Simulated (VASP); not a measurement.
Here is a VASP 6.6.1 calculation.

INCAR

```
SYSTEM = Cr2O
ALGO = Normal ; EDIFF = 1E-6
ENCUT = 600 ; GGA = PE
GGA_COMPAT = .FALSE. ; ISIF = 2
ISMEAR = -1 ; LASPH = .TRUE.
LCHARG = .FALSE. ; LREAL = .FALSE.
LWAVE = .FALSE. ; NBANDS = 22
NELM = 120 ; PREC = Accurate
SIGMA = 0.06122561905347299
```

File KPOINTS:

```
k-points
0
G
  13 13 13
  0 0 0
```

POSCAR

```
Cr2O
1.0
    0.0000000000      2.5268422562      2.5268422562
    2.5268422562      0.0000000000      2.5268422562
    2.5268422562      2.5268422562      0.0000000000
Cr O
2 1
Direct
    0.2500000000      0.2500000000      0.2500000000
    0.7500000000      0.7500000000      0.7500000000
    0.0000000000      0.0000000000      0.0000000000
```

Potentials or basis: VASP PAW PBE potentials, release 64 (Cr_pv, O).

The run is started by

```sh
$ cat potpaw_PBE.64/Cr_pv/POTCAR potpaw_PBE.64/O/POTCAR > POTCAR
$ mpirun -np 1 vasp_std > vasp.out
```

Task: Predict the pressure.

Result: -10.5 GPa.

Task: Estimate the band gap on the k mesh.

Result: Zero (bands 15 and 16 overlap by 0.93 eV).

Caveat: the cell stands under tension; the run has no spin polarisation, though such a crystal can be magnetic. With open d or f shells a metallic result of PBE can be an artefact of self-interaction; +U or a hybrid may open a gap.
